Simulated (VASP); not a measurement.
A run of VASP 6.6.1 is set up as follows.

Contents of INCAR:

```
ALGO     = Normal         # electronic algorithm
EDIFF    = 1E-6           # SCF threshold, eV
ENCUT    = 520            # plane-wave cutoff, eV
GGA      = PE             # functional
ISIF     = 2              # what is computed and relaxed
ISMEAR   = 0              # smearing method
LASPH    = T              # aspherical terms in the spheres
LCHARG   = F              # write CHGCAR
LREAL    = F              # projectors in reciprocal space
LWAVE    = F              # write WAVECAR
NBANDS   = 54             # bands
NELM     = 60             # most SCF steps
PREC     = Accurate       # precision mode
SIGMA    = 0.1            # smearing width, eV
```

File KPOINTS:

```
k-points
0
Gamma
  12 12 4
```

The input POSCAR:

```
Ga3P
1.0
    3.9009251778      0.0000000000      0.0000000000
   -1.9504625889      3.3783003023      0.0000000000
    0.0000000000      0.0000000000     12.6197479253
Ga P
6 2
Direct
    0.0000000000      0.0000000000      0.2119490949
    0.3333333333      0.6666666667      0.4655836835
    0.6666666667      0.3333333333      0.9515767496
    0.0000000000      0.0000000000      0.6790299664
    0.3333333333      0.6666666667      0.7963109350
    0.6666666667      0.3333333333      0.5678650389
    0.3333333333      0.6666666667      0.2754236987
    0.0000000000      0.0000000000      0.0222608329
```

Potentials or basis: VASP PAW PBE potentials, release 64 (Ga_d, P).

Launch:

```console
$ cat potpaw_PBE.64/Ga_d/POTCAR potpaw_PBE.64/P/POTCAR > POTCAR
$ mpirun -np 1 vasp_std > vasp.out
```

Task: Estimate the largest force.

Result: 0.009 eV/Å.

Task: Predict the band gap on the k mesh.

Result: Zero (bands 44 and 45 overlap by 2.76 eV).

Task: What does it give for the pressure?

Result: 0.0 GPa.

Forces in eV/Å, atoms in the order of the input:
```
Ga   0.000  0.000  0.000
Ga   0.000  0.000 -0.008
Ga   0.000  0.000 -0.004
Ga   0.000  0.000  0.001
Ga   0.000  0.000  0.009
Ga   0.000  0.000 -0.001
P    0.000  0.000 -0.002
P    0.000  0.000  0.004
```
